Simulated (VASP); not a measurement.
# Al2Cu (P4/mmm) in VASP: further runs, part 2 of 2

VASP 6.6.1. Earlier steps stand in the parts before.

**3. Single point, PBEsol**

Contents of POSCAR:

```
Al2Cu
1.0
    4.1003637640      0.0000000000      0.0000000000
    0.0000000000      4.1003637640      0.0000000000
    0.0000000000      0.0000000000      2.8275069973
Al Cu
2 1
Direct
    0.5000000000      0.0000000000      0.5000000000
    0.0000000000      0.5000000000      0.5000000000
    0.0000000000      0.0000000000      0.0000000000
```

Contents of INCAR.step1:

```
SYSTEM = Al2Cu
ALGO = Normal
EDIFF = 1E-6
ENCUT = 520
GGA = PS
ISIF = 2
ISMEAR = -1
LASPH = .True.
LCHARG = .True.
LMAXMIX = 4
LREAL = .False.
LWAVE = .False.
NBANDS = 16
NELM = 80
PREC = Accurate
SIGMA = 0.05
```

Contents of KPOINTS.step1:

```
k-points
0
Gamma
  9 9 12
  0 0 0
```

Contents of INCAR.step2:

```
SYSTEM = Al2Cu
ALGO = Normal
EDIFF = 1E-6
ENCUT = 520
GGA = PS
ICHARG = 11
ISIF = 2
ISMEAR = -5
LASPH = .True.
LCHARG = .False.
LMAXMIX = 4
LORBIT = 11
LREAL = .False.
LWAVE = .False.
NEDOS = 2001
NELM = 80
PREC = Accurate
SIGMA = 0.05
```

Contents of KPOINTS.step2:

```
k-points
0
Gamma
  14 14 18
  0 0 0
```

Potentials or basis: VASP PAW PBE potentials, release 64 (Al, Cu).

The run is started by

```console
> cat potpaw_PBE.64/Al/POTCAR potpaw_PBE.64/Cu/POTCAR > POTCAR
> cp INCAR.step1 INCAR
> cp KPOINTS.step1 KPOINTS
> mpirun -np 1 vasp_std > vasp.out
> cp INCAR.step2 INCAR
> cp KPOINTS.step2 KPOINTS
> mpirun -np 1 vasp_std > vasp.out
```

OUTCAR:

```text
SYSTEM = Al2Cu
   EDIFF = 1E-6
   ENCUT = 520
   GGA = PS
   ICHARG = 11
   ISIF = 2
   ISMEAR = -5
   LASPH = .True.
   LORBIT = 11
   LREAL = .False.
   NELM = 80
   PREC = Accurate

 ion  position               nearest neighbor table
   1  0.500  0.000  0.500-   3 2.49   3 2.49   3 2.49   3 2.49   2 2.90   2 2.90   2 2.90   2 2.90

   2  0.000  0.500  0.500-   3 2.49   3 2.49   3 2.49   3 2.49   1 2.90   1 2.90   1 2.90   1 2.90

   3  0.000  0.000  0.000-   1 2.49   2 2.49   1 2.49   2 2.49   2 2.49   2 2.49   1 2.49   1 2.49

  LATTYP: Found a simple tetragonal cell.
 ALAT       =     4.1003637640
 C/A-ratio  =     0.6895746719

  Lattice vectors:

 A1 = (   4.1003637640,   0.0000000000,   0.0000000000)
 A2 = (   0.0000000000,   4.1003637640,   0.0000000000)
 A3 = (   0.0000000000,   0.0000000000,   2.8275069973)

Analysis of symmetry for initial positions (statically):
=====================================================================
 Subroutine PRICEL returns:
 Original cell was already a primitive cell.

 Routine SETGRP: Setting up the symmetry group for a
[... 188 lines left out ...]
      9       7.1445      1.87977
     10       8.0947      0.00000
     11      13.3574      0.00000
     12      13.3575      0.00000
[... 331 lines left out ...]
 k-point    24 :       0.3571    0.2143    0.0000
  band No.  band energies     occupation
      1      -1.9787      2.00000
      2       0.5981      2.00000
      3       1.9631      2.00000
      4       2.5997      2.00000
      5       2.9989      2.00000
      6       3.1896      2.00000
      7       3.2028      2.00000
      8       3.9718      2.00000
      9       6.8211      1.95825
     10      11.0681      0.00000
     11      13.2213      0.00000
     12      13.6669      0.00000

 [... further k-points ...]
[... 5 lines left out ...]
  --------------------------------------------------------------------------------------
  -------------------------------------------------------------------------------------
  Total       -0.3417807     -0.3417807     -0.1714193      0.0000000     -0.0000000      0.0000000
  in kB      -11.5188648    -11.5188648     -5.7772582      0.0000000     -0.0000000      0.0000000
  external PRESSURE =      -9.6049960 kB  Pullay stress =       0.0000000 kB

 VOLUME and BASIS-vectors are now :
 -----------------------------------------------------------------------------
  energy-cutoff  :      520.00
  volume of cell :       47.54
      direct lattice vectors                 reciprocal lattice vectors
     4.100363764  0.000000000  0.000000000     0.243880801  0.000000000  0.000000000
     0.000000000  4.100363764  0.000000000     0.000000000  0.243880801  0.000000000
     0.000000000  0.000000000  2.827506997     0.000000000  0.000000000  0.353668444

 POSITION                                       TOTAL-FORCE (eV/Angst)
 -----------------------------------------------------------------------------------
      2.05018      0.00000      1.41375         0.000000      0.000000      0.000000
      0.00000      2.05018      1.41375         0.000000      0.000000      0.000000
      0.00000      0.00000      0.00000         0.000000      0.000000      0.000000
 -----------------------------------------------------------------------------------
    total drift:                               -0.000000     -0.000000     -0.000000

  FREE ENERGIE OF THE ION-ELECTRON SYSTEM (eV)
  ---------------------------------------------------
  free  energy   TOTEN  =       -12.5667087945 eV

  energy  without entropy=      -12.5667087945  energy(sigma->0) =      -12.56670879

 total charge

# of ion       s       p       d       tot
------------------------------------------
    1        0.406   0.371   0.000   0.777
    2        0.406   0.371   0.000   0.777
    3        0.514   0.545   9.124  10.183
--------------------------------------------------
tot          1.326   1.286   9.124  11.737
```

OUTCAR.step1:

```text
SYSTEM = Al2Cu
   EDIFF = 1E-6
   ENCUT = 520
   GGA = PS
   ISIF = 2
[... 684 lines left out ...]
      2.05018      0.00000      1.41375         0.000000      0.000000      0.000000
      0.00000      2.05018      1.41375         0.000000      0.000000      0.000000
      0.00000      0.00000      0.00000         0.000000      0.000000      0.000000
 -----------------------------------------------------------------------------------
    total drift:                               -0.000000     -0.000000     -0.000000

  FREE ENERGIE OF THE ION-ELECTRON SYSTEM (eV)
  ---------------------------------------------------
  free  energy   TOTEN  =       -12.5711786233 eV

  energy  without entropy=      -12.5634629094  energy(sigma->0) =      -12.56732077
```

OSZICAR.step1:

```text
N       E                     dE             d eps       ncg     rms          rms(c)
DAV:   1     0.621310616254E+02    0.62131E+02   -0.69090E+03  3360   0.112E+03
DAV:   2    -0.122689564347E+02   -0.74400E+02   -0.66326E+02  3568   0.203E+02
DAV:   3    -0.148957888702E+02   -0.26268E+01   -0.25746E+01  4648   0.436E+01
DAV:   4    -0.149536853846E+02   -0.57897E-01   -0.57872E-01  4040   0.545E+00
DAV:   5    -0.149565412315E+02   -0.28558E-02   -0.28558E-02  5280   0.135E+00    0.145E+01
DAV:   6    -0.167662149225E+02   -0.18097E+01   -0.37258E+01  3880   0.211E+02    0.117E+01
DAV:   7    -0.127241151590E+02    0.40421E+01   -0.10184E+01  4208   0.839E+01    0.218E+00
DAV:   8    -0.126418569280E+02    0.82258E-01   -0.13643E+00  5088   0.339E+01    0.224E+00
DAV:   9    -0.125704190546E+02    0.71438E-01   -0.25262E-01  4320   0.162E+01    0.218E-01
DAV:  10    -0.125730232788E+02   -0.26042E-02   -0.16874E-02  5264   0.351E+00    0.305E-01
DAV:  11    -0.125715077581E+02    0.15155E-02   -0.92254E-03  4544   0.343E+00    0.125E-01
DAV:  12    -0.125711922321E+02    0.31553E-03   -0.85940E-04  5032   0.897E-01    0.287E-02
DAV:  13    -0.125711812405E+02    0.10992E-04   -0.45755E-05  5480   0.131E-01    0.125E-02
DAV:  14    -0.125711786071E+02    0.26334E-05   -0.98568E-06  4584   0.105E-01    0.304E-03
DAV:  15    -0.125711786233E+02   -0.16181E-07   -0.71274E-07  2272   0.141E-02
   1 F= -.12571179E+02 E0= -.12567321E+02  d E =-.771571E-02
```

Run time: 97 s. Hardware: 1 thread of AMD EPYC 9R45 (Zen 5), shared host; peak memory 0.3 GiB.

Results:

| Item | Value |
| --- | --- |
| Valence electrons inside the program's atomic spheres | Al 0.78; Cu 10.18 |

Caveat: the PAW data sets were made with another functional, which shifts forces and pressure a little; tetrahedron occupations give inexact forces and stress in metals.
